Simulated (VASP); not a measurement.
Here is a VASP 6.6.1 calculation.

The input INCAR:

```
PREC     = Accurate       # precision mode
ENCUT    = 520            # plane-wave cutoff, eV
EDIFF    = 1E-7           # SCF threshold, eV
ISMEAR   = 0              # smearing method
SIGMA    = 0.15           # smearing width, eV
LREAL    = F              # projectors in reciprocal space
LASPH    = T              # aspherical terms in the spheres
NELM     = 60             # most SCF steps
ALGO     = Fast           # electronic algorithm
ISIF     = 2              # what is computed and relaxed
LWAVE    = F              # write WAVECAR
LCHARG   = F              # write CHGCAR
GGA      = PE             # functional
NBANDS   = 13             # bands
```

File KPOINTS:

```
Automatic mesh
0
Gamma
  16 16 16
```

File POSCAR:

```
Pb
1.0
    0.0000000000      2.5315450000      2.4698000000
    2.5315450000      0.0000000000      2.4698000000
    2.5315450000      2.5315450000      0.0000000000
Pb
1
Direct
    0.0000000000      0.0000000000      0.0000000000
```

Potentials or basis: VASP PAW PBE potentials, release 64 (Pb_d).

Run with:

```bash
$ cat potpaw_PBE.64/Pb_d/POTCAR > POTCAR
$ mpirun -np 1 vasp_std > vasp.out
```

Problem. Estimate the pressure.

Solution. 0.3 GPa.

Problem. Predict the band gap on the k mesh.

Solution. Zero (bands 7 and 8 overlap by 8.70 eV).

Stress tensor (GPa, compression positive):
```
0.11 0.00 0.00
0.00 0.11 0.00
0.00 0.00 0.57
```

Caveat: the cell differs from its parent crystal (strain +0.025 along x and y, +0.000 along z); spin-orbit coupling is left out, which moves the levels of the heavy elements.
